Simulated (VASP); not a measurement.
Set up this calculation in VASP 6.6.1, as the native input.

| Quantity | Value |
| --- | --- |
| Task | single point |
| Functional | PBE0 |
| Potentials or basis | VASP PAW PBE potentials, release 64 (Al, N) |
| Cutoff | 520 eV |
| k mesh | 7 × 7 × 4 |
| Occupations | fermi-dirac, width 0.01 eV |
| Spin | no spin polarisation |
| Dipole correction | no |
| Grid for exact exchange (PRECFOCK) | Normal |
| Further INCAR settings | ALGO = Normal; EDIFF = 1e-06; NBANDS = 16 |
| Share of exact exchange | 0.25 |

The system is AlN.

```
Al N
1.0
     3.13021    0.00000    0.00000
    -1.56510    2.71084    0.00000
     0.00000    0.00000    5.01806
Al N
2 2
Direct
  0.66667 0.33333 0.49923
  0.33333 0.66667 0.99923
  0.66667 0.33333 0.88077
  0.33333 0.66667 0.38077
```

These files were run (other wordings do the same):

POSCAR

```
AlN
1.0
    3.1302062014      0.0000000289      0.0000000000
   -1.5651031257      2.7108380751      0.0000000000
    0.0000000000      0.0000000000      5.0180581704
Al N
2 2
Direct
    0.6666666666      0.3333333334      0.4992348500
    0.3333333332      0.6666666666      0.9992348499
    0.6666666666      0.3333333334      0.8807651499
    0.3333333332      0.6666666666      0.3807651500
```

INCAR.step1

```
ALGO = Normal
EDIFF = 1E-5
ENCUT = 520
GGA = PE
GGA_COMPAT = False
ISIF = 2
ISMEAR = -1
LASPH = True
LCHARG = False
LREAL = False
LWAVE = True
NBANDS = 16
NELM = 120
PREC = Accurate
SIGMA = 0.01
```

INCAR.step2

```
AEXX = 0.25
ALGO = Normal
EDIFF = 1E-6
ENCUT = 520
GGA = PE
GGA_COMPAT = False
ISIF = 2
ISMEAR = -1
ISTART = 1
LASPH = True
LCHARG = False
LHFCALC = True
LREAL = False
LWAVE = False
NBANDS = 16
NELM = 120
PREC = Accurate
PRECFOCK = Normal
SIGMA = 0.01
```

KPOINTS

```
k-points
0
Gamma
  7 7 4
```

Potentials or basis: VASP PAW PBE potentials, release 64 (Al, N).

Run with:

```console
$ cat potpaw_PBE.64/Al/POTCAR potpaw_PBE.64/N/POTCAR > POTCAR
$ cp INCAR.step1 INCAR
$ mpirun -np 1 vasp_std > vasp.out
$ cp INCAR.step2 INCAR
$ mpirun -np 1 vasp_std > vasp.out
```

Results of the run:

| Quantity | Value |
| --- | --- |
| Pressure | -5.4 GPa |
| Band gap on the k mesh | 6.11 eV |

Caveat: the cell stands under tension; the PAW data sets were made with another functional, which shifts forces and pressure a little.

It took 35 min on 1 thread of AMD EPYC 7R43 64-Core Processor (Zen 3), with other jobs on the host, peak memory 0.15 GiB.
